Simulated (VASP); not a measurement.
Write the native input for VASP 6.6.1 that does the following.

```yaml
Task: single point
Functional: PBE
Potentials_or_basis: VASP PAW PBE potentials, release 64 (Ti_sv, Pb_d)
Cutoff: 500 eV
k_mesh: 6 × 6 × 6
Occupations: gaussian, width 0.1 eV
Spin: no spin polarisation
Dipole_correction: no
Further_INCAR_settings: ALGO = Normal; EDIFF = 1e-06; NBANDS = 20
```

The structure of TiPb lies in POSCAR:

```
TiPb
1.0
    1.5859581113      0.9156533425      5.0515702804
   -1.5859581113      0.9156533425      5.0515702804
    0.0000000000     -1.8313066849      5.0515702804
Ti Pb
1 1
Direct
    0.0000000000      0.0000000000      0.0000000000
    0.5000000000      0.5000000000      0.5000000000
```

These files were run (other wordings do the same):

INCAR

```
PREC = Accurate
ENCUT = 500
EDIFF = 1E-6
ISMEAR = 0
SIGMA = 0.1
LREAL = False
LASPH = True
NELM = 120
ALGO = Normal
ISIF = 2
LWAVE = False
LCHARG = False
GGA = PE
NBANDS = 20
GGA_COMPAT = False
```

KPOINTS

```
regular mesh
0
Gamma
  6 6 6
```

Potentials or basis: VASP PAW PBE potentials, release 64 (Ti_sv, Pb_d).

Command:

```bash
$ cat potpaw_PBE.64/Ti_sv/POTCAR potpaw_PBE.64/Pb_d/POTCAR > POTCAR
$ mpirun -np 1 vasp_std > vasp.out
```

It gave:

```
Pressure               : 0.1 GPa
Band gap on the k mesh : zero (bands 13 and 14 overlap by 0.80 eV)
```

Caveat: the k points lie up to 0.39 Å⁻¹ apart, too coarse for converged energies and pressures of a metal; spin-orbit coupling is left out, which moves the levels of the heavy elements.

Wall time 95 s on 1 thread of Intel Xeon 8259CL (shared host), peak memory 0.25 GiB.
